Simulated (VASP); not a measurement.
# ZnS (P6_3mc) in VASP: further runs

Aim: see how the results for ZnS move with the level of theory and the settings. Levels: PBE+D4, PBEsol. Tasks: relaxation of cell and atoms.

Everything below comes from runs of VASP 6.6.1. Logs are shortened: lines on timing, memory, paths and dates and some standing lists are left out, and cuts for length are marked.

## Step 1: The cell of the first run

Symmetry: P6_3mc, No. 186, hexagonal system. The conventional cell has a = 3.811 Å, b = 3.811 Å, c = 6.234 Å, α = 90.00°, β = 90.00°, γ = 120.00°. Within 3.1 Å of Zn (site symmetry 3m) lie 4 S at 2.31 to 2.40 Å. S (site symmetry 3m) has 4 Zn at 2.31 to 2.40 Å within 3.1 Å.

## Step 2: Relaxation of cell and atoms, PBE+D4

Input file INCAR:

```
  PREC = Accurate
  ENCUT = 600
  EDIFF = 1E-6
  ISMEAR = 1
  SIGMA = 0.05
  LREAL = F
  LASPH = T
  NELM = 60
  ALGO = Normal
  ISIF = 3
  LWAVE = F
  LCHARG = F
  GGA = PE
  IVDW = 13
  IBRION = 2
  NSW = 80
  EDIFFG = -0.05
```

Input file KPOINTS:

```
regular mesh
0
Gamma
  6 6 4
```

Input file POSCAR:

```
ZnS
1.0
    3.8110000000      0.0000000000      0.0000000000
   -1.9055000000      3.3004228100      0.0000000000
    0.0000000000      0.0000000000      6.2340000000
Zn S
2 2
Direct
    0.3333333333      0.6666666667      0.0000000000
    0.6666666667      0.3333333333      0.5000000000
    0.3333333333      0.6666666667      0.3850000000
    0.6666666667      0.3333333333      0.8850000000
```

Potentials or basis: VASP PAW PBE potentials, release 64 (Zn, S).

Run with:

```
cat potpaw_PBE.64/Zn/POTCAR potpaw_PBE.64/S/POTCAR > POTCAR
mpirun -np 1 vasp_std > vasp.out
```

OUTCAR:

```text
PREC = Accurate
   ENCUT = 600
   EDIFF = 1E-6
   ISMEAR = 1
   LREAL = F
   LASPH = T
   NELM = 60
   ISIF = 3
   GGA = PE
   IVDW = 13
   IBRION = 2
   NSW = 80
   EDIFFG = -0.05

 ion  position               nearest neighbor table
   1  0.333  0.667  0.000-   4 2.31   4 2.31   4 2.31   3 2.40
   2  0.667  0.333  0.500-   3 2.31   3 2.31   3 2.31   4 2.40
   3  0.333  0.667  0.385-   2 2.31   2 2.31   2 2.31   1 2.40
   4  0.667  0.333  0.885-   1 2.31   1 2.31   1 2.31   2 2.40

  LATTYP: Found a hexagonal cell.
 ALAT       =     3.8110000000
 C/A-ratio  =     1.6357911309

  Lattice vectors:

 A1 = (   3.8110000000,   0.0000000000,   0.0000000000)
 A2 = (  -1.9055000000,   3.3004228100,   0.0000000000)
 A3 = (   0.0000000000,   0.0000000000,   6.2340000000)

Analysis of symmetry for initial positions (statically):
=====================================================================
 Subroutine PRICEL returns:
 Original cell was already a primitive cell.

 Routine SETGRP: Setting up the symmetry group for a
 hexagonal supercell.

 Subroutine GETGRP returns: Found 12 space group operations
 (whereof  6 operations were pure point group operations)
 out of a pool of 24 trial point group operations.

The static configuration has the point symmetry C_3v.
 The point group associated with its full space group is C_6v.

Analysis of symmetry for dynamics (positions and initial velocities):
=====================================================================
 Subroutine PRICEL returns:
 Original cell was already a primitive cell.

 Routine SETGRP: Setting up the symmetry group for a
 hexagonal supercell.

 Subroutine GETGRP returns: Found 12 space group operations
 (whereof  6 operations were pure point group operations)
 out of a pool of 24 trial point group operations.

The dynamic configuration has the point symmetry C_3v.
 The point group associated with its full space group is C_6v.

 Subroutine INISYM returns: Found 12 space group operations
 (whereof  6 operations are pure point group operations),
 and found     1 'primitive' translations

----------------------------------------------------------------------------------------

                                     Primitive cell

  volume of cell :      78.4107

  direct lattice vectors                    reciprocal lattice vectors
     3.811000000  0.000000000  0.000000000     0.262398321  0.151495741  0.000000000
[... 47 lines left out ...]
  0.000000  0.000000  0.000000      1.000000
  0.166667 -0.000000  0.000000      6.000000
  0.333333  0.000000  0.000000      6.000000
  0.500000  0.000000  0.000000      3.000000
  0.166667  0.166667  0.000000      6.000000
  0.333333  0.166667  0.000000     12.000000
[... 13 lines left out ...]
  0.333333  0.166667  0.500000     12.000000
  0.333333  0.333333  0.500000      2.000000
   k-points           NKPTS =     21   k-points in BZ     NKDIM =     21   number of bands    NBANDS=     22
   number of dos      NEDOS =    301   number of ions     NIONS =      4
   total plane-waves  NPLWV =  45000
   dimension x,y,z NGX =    30 NGY =   30 NGZ =   50
   dimension x,y,z NGXF=    60 NGYF=   60 NGZF=  100
   ions per type =               2   2
   NGX,Y,Z   is equivalent  to a cutoff of  13.09, 13.09, 13.33 a.u.
   NGXF,Y,Z  is equivalent  to a cutoff of  26.17, 26.17, 26.67 a.u.
 SYSTEM =  unknown system
   PREC   = accura    normal or accurate (medium, high low for compatibility)
   ISTART =      0    job   : 0-new  1-cont  2-samecut
   ICHARG =      2    charge: 1-file 2-atom 10-const
   ISPIN  =      1    spin polarized calculation?
   LNONCOLLINEAR =      F non collinear calculations
   LSORBIT =      F    spin-orbit coupling
   LASPH  =      T    aspherical Exc in radial PAW
   ENCUT  =  600.0 eV  44.10 Ry    6.64 a.u.   7.61  7.61 12.45*2*pi/ulx,y,z
   NELM   =     60;   NELMIN=  2; NELMDL= -5     # of ELM steps
   EDIFF  = 0.1E-05   stopping-criterion for ELM
   LREAL  =      F    real-space projection
   EDIFFG = -.5E-01   stopping-criterion for IOM
   NSW    =     80    number of steps for IOM
   IBRION =      2    ionic relax: 0-MD 1-quasi-New 2-CG
   NFREE  =      1    steps in history (QN), initial steepest desc. (CG)
   ISIF   =      3    stress and relaxation
   ISYM   =      2    0-nonsym 1-usesym 2-fastsym
   POTIM  = 0.5000    time-step for ionic-motion
   TEBEG  =    0.0;   TEEND  =   0.0 temperature during run
   PSTRESS=    0.0 pullay stress
   NELECT =      36.0000    total number of electrons
   NUPDOWN=      -1.0000    fix difference up-down
   EMIN   =  10.00;   EMAX   =-10.00  energy-range for DOS
   EFERMI =   0.00;   METHOD = LEGACY
   ISMEAR =     1;   SIGMA  =   0.05  broadening in eV -4-tet -1-fermi 0-gaus
   EFERMI_NEDOS =   21; number of points for ismear=-14 and -15
   IALGO  =     38    algorithm
   IMIX   =      4    mixing-type and parameters
     AMIX     =   0.40;   BMIX     =  1.00
     AMIX_MAG =   1.60;   BMIX_MAG =  1.00
  volume/ion in A,a.u.               =      19.60       132.29
  Fermi-wavevector in a.u.,A,eV,Ry     =   1.262943  2.386617 21.701647  1.595026
  Thomas-Fermi vector in A             =   2.396326
   LORBIT       =      0    0 simple, 1 ext, 2 COOP (PROOUT), +10 PAW based schemes
   GGA     = PE    functional components
   LHFCALC =     F    Hartree Fock is set to
   AEXX    =    0.0000 exact exchange contribution
   IVDW    =    13    specifies the selected vdW correction
   LEPSILON=     F    determine dielectric tensor
   LRPA    =     F    only Hartree local field effects (RPA)
 conjugate gradient relaxation of ions
 non-spin polarized calculation
 Methfessel and Paxton  Order N= 1 SIGMA  =   0.05
  energy-cutoff  :      600.00
  volume of cell :       78.41
 maximum number of plane-waves:      2647
   NGX = 15   NGY = 15   NGZ = 25

--------------------------------------- Ionic step        1  -------------------------------------------

 number of electron      36.0000045 magnetization

 Free energy of the ion-electron system (eV)
  ---------------------------------------------------
  ext. energy  EPLUGINS =         0.00000000
  ---------------------------------------------------
  free energy    TOTEN  =       -13.65084728 eV

  energy without entropy =      -13.65090980  energy(sigma->0) =      -13.65086812

------------------------ aborting loop because EDIFF is reached ----------------------------------------

  DFT-D4 for vdW energy calculation

  Edisp (eV):   -1.22967
[... 159 lines left out ...]
--------------------------------------- Ionic step        5  -------------------------------------------

 number of electron      36.0000002 magnetization

 Free energy of the ion-electron system (eV)
  ---------------------------------------------------
  ext. energy  EPLUGINS =         0.00000000
  ---------------------------------------------------
  free energy    TOTEN  =       -13.66315246 eV

  energy without entropy =      -13.66319357  energy(sigma->0) =      -13.66316616

 E-fermi :   2.3003     XC(G=0):  -9.6882

 val. band max:        2.2582912290   @ k =   0.0000   0.0000   0.0000
 cond. band min:       4.5011620839   @ k =   0.0000   0.0000   0.0000
 fundamental gap:      2.2428708549
 Fermi energy:         2.3003150081

 k-point     1 :       0.0000    0.0000    0.0000
  band No.  band energies     occupation
      1     -11.0069      2.00000
      2     -10.0501      2.00000
      3      -4.1503      2.00000
      4      -4.1303      2.00000
      5      -4.1303      2.00000
      6      -4.0448      2.00000
[... 549 lines left out ...]
  FREE ENERGIE OF THE ION-ELECTRON SYSTEM (eV)
  ---------------------------------------------------
  free  energy   TOTEN  =       -14.9030841298 eV

  energy  without entropy=      -14.9031252472  energy(sigma->0) =      -14.90309784

 reached required accuracy - stopping structural energy minimisation
```

Wall time 3.4 min (1 thread of Intel Xeon 8259CL, shared host); peak memory 0.22 GiB.

What came out:

* Free energy: -14.9031 eV
* Relaxed volume: 19.46 Å³/atom
* Relaxed cell: a = 3.797 Å, b = 3.797 Å, c = 6.232 Å, α = 90.00°, β = 90.00°, γ = 120.00°
* Space group after relaxing (to 0.1 Å): P6_3mc (No. 186)
* Energy gained by relaxing: 5.6 meV/atom
* Ionic steps: 5
* Pressure after relaxing: 0.2 GPa
* Largest force after relaxing: 0.014 eV/Å
* Band gap on the k mesh: 2.24 eV
* Dispersion energy per atom: -0.310 eV

Forces on the atoms (eV/Å):
```
Zn   0.000  0.000 -0.014
Zn   0.000  0.000 -0.014
S    0.000  0.000  0.014
S    0.000  0.000  0.014
```

Step by step:
```csv
step,energy change (eV),largest force (eV/Å),pressure (GPa),volume (Å³)
1,0.0000,0.3269,-0.19,78.41
2,-0.0167,0.1044,-0.07,78.14
3,-0.0169,0.0695,-0.03,78.10
4,-0.0200,0.0436,0.03,78.02
5,-0.0226,0.0136,0.22,77.83
```

Final structure:
```
Zn S
1.0
     3.79749    0.00000    0.00000
    -1.89875    3.28872    0.00000
     0.00000    0.00000    6.23217
Zn S
2 2
Direct
  0.33333 0.66667 0.00569
  0.66667 0.33333 0.50569
  0.33333 0.66667 0.37931
  0.66667 0.33333 0.87931
```

As with any semilocal functional, this PBE gap is likely too small.

## Step 3: Relaxation of cell and atoms, PBEsol

Input file INCAR:

```
SYSTEM = ZnS
PREC = Accurate
ENCUT = 600
EDIFF = 1E-7
ISMEAR = 1
SIGMA = 0.05
LREAL = .FALSE.
LASPH = .TRUE.
NELM = 60
ALGO = Normal
ISIF = 3
LWAVE = .FALSE.
LCHARG = .FALSE.
GGA = PS
IBRION = 2
NSW = 80
EDIFFG = -0.05
```

Input file KPOINTS:

```
regular mesh
0
G
  6 6 4
  0 0 0
```

POSCAR is that of step 2.

Potentials or basis: VASP PAW PBE potentials, release 64 (Zn, S).

Run with:

```
cat potpaw_PBE.64/Zn/POTCAR potpaw_PBE.64/S/POTCAR > POTCAR
mpirun -np 1 vasp_std > vasp.out
```

OUTCAR:

```text
SYSTEM = ZnS
   PREC = Accurate
   ENCUT = 600
   EDIFF = 1E-7
   ISMEAR = 1
   LREAL = .FALSE.
   LASPH = .TRUE.
   NELM = 60
   ISIF = 3
   GGA = PS
   IBRION = 2
   NSW = 80
   EDIFFG = -0.05

 ion  position               nearest neighbor table
   1  0.333  0.667  0.000-   4 2.31   4 2.31   4 2.31   3 2.40
   2  0.667  0.333  0.500-   3 2.31   3 2.31   3 2.31   4 2.40
   3  0.333  0.667  0.385-   2 2.31   2 2.31   2 2.31   1 2.40
   4  0.667  0.333  0.885-   1 2.31   1 2.31   1 2.31   2 2.40

  LATTYP: Found a hexagonal cell.
 ALAT       =     3.8110000000
 C/A-ratio  =     1.6357911309

  Lattice vectors:

 A1 = (   3.8110000000,   0.0000000000,   0.0000000000)
[... 185 lines left out ...]
  Direction    XX          YY          ZZ          XY          YZ          ZX
  --------------------------------------------------------------------------------------
  -------------------------------------------------------------------------------------
  Total       -0.2326395     -0.2326395     -1.1611122      0.0000000      0.0000000      0.0000000
  in kB       -4.7535561     -4.7535561    -23.7251757      0.0000000      0.0000000      0.0000000
  external PRESSURE =     -11.0774293 kB  Pullay stress =       0.0000000 kB
[... 177 lines left out ...]
--------------------------------------- Ionic step        6  -------------------------------------------

 number of electron      35.9999997 magnetization

 Free energy of the ion-electron system (eV)
  ---------------------------------------------------
  ext. energy  EPLUGINS =         0.00000000
  ---------------------------------------------------
  free energy    TOTEN  =       -15.16432819 eV

  energy without entropy =      -15.16436992  energy(sigma->0) =      -15.16434210

 E-fermi :   2.2870     XC(G=0):  -9.9472

 val. band max:        2.2449987781   @ k =   0.0000   0.0000   0.0000
 cond. band min:       4.3940166578   @ k =   0.0000   0.0000   0.0000
 fundamental gap:      2.1490178797
 Fermi energy:         2.2869654263

 k-point     1 :       0.0000    0.0000    0.0000
  band No.  band energies     occupation
      1     -11.0958      2.00000
      2     -10.1032      2.00000
      3      -4.2280      2.00000
      4      -4.2124      2.00000
      5      -4.2124      2.00000
      6      -4.1273      2.00000
[... 545 lines left out ...]
  FREE ENERGIE OF THE ION-ELECTRON SYSTEM (eV)
  ---------------------------------------------------
  free  energy   TOTEN  =       -15.1643281941 eV

  energy  without entropy=      -15.1643699176  energy(sigma->0) =      -15.16434210

 reached required accuracy - stopping structural energy minimisation
```

OSZICAR:

```text
N       E                     dE             d eps       ncg     rms          rms(c)
DAV:   1     0.249072864063E+03    0.24907E+03   -0.18989E+04   924   0.218E+03
[... 58 lines left out ...]
DAV:   3    -0.151650677723E+02    0.49550E-02   -0.73889E-03  1096   0.103E+00    0.214E-01
DAV:   4    -0.151643200297E+02    0.74774E-03   -0.24969E-03  1026   0.475E-01    0.617E-02
DAV:   5    -0.151643260059E+02   -0.59763E-05   -0.49840E-04  1100   0.297E-01    0.329E-02
DAV:   6    -0.151643290256E+02   -0.30197E-05   -0.92237E-05  1114   0.159E-01    0.148E-02
DAV:   7    -0.151643279943E+02    0.10314E-05   -0.11432E-05  1070   0.789E-02    0.546E-03
DAV:   8    -0.151643282687E+02   -0.27440E-06   -0.23364E-06  1144   0.142E-02    0.253E-03
DAV:   9    -0.151643281941E+02    0.74529E-07   -0.49482E-07   936   0.140E-02
   6 F= -.15164328E+02 E0= -.15164342E+02  d E =-.184796E-02
```

It took 4.6 min on 1 thread of Intel Xeon 8259CL, shared host; peak memory 0.23 GiB.

What came out:

- Free energy: -15.1643 eV
- Relaxed volume: 19.29 Å³/atom
- Relaxed cell: a = 3.788 Å, b = 3.788 Å, c = 6.210 Å, α = 90.00°, β = 90.00°, γ = 120.00°
- Space group after relaxing (to 0.1 Å): P6_3mc (No. 186)
- Energy gained by relaxing: 6.5 meV/atom
- Ionic steps: 6
- Pressure after relaxing: 0.0 GPa
- Band gap on the k mesh: 2.15 eV

The path:
```tsv
step	energy change (eV)	largest force (eV/Å)	pressure (GPa)	volume (Å³)
1	0.0000	0.3096	-1.11	78.41
2	-0.0200	0.1180	0.26	76.88
3	-0.0201	0.1002	0.41	76.77
4	-0.0232	0.0388	0.00	77.12
5	-0.0240	0.0118	-0.30	77.39
6	-0.0259	0.0007	-0.05	77.16
```

Final structure:
```cif
data_structure
_symmetry_space_group_name_H-M 'P 1'
_symmetry_Int_Tables_number 1
_cell_length_a 3.7878
_cell_length_b 3.7878
_cell_length_c 6.2102
_cell_angle_alpha 90.000
_cell_angle_beta 90.000
_cell_angle_gamma 120.000
_cell_volume 77.16
loop_
_atom_site_label
_atom_site_type_symbol
_atom_site_fract_x
_atom_site_fract_y
_atom_site_fract_z
_atom_site_occupancy
Zn1 Zn 0.33333 0.66667 0.00532 1
Zn2 Zn 0.66667 0.33333 0.50532 1
S1 S 0.33333 0.66667 0.37968 1
S2 S 0.66667 0.33333 0.87968 1
```

Caveat: the PAW data sets were made with another functional, which shifts forces and pressure a little. A hybrid or GW would open this gap; PBEsol tends to underestimate it.
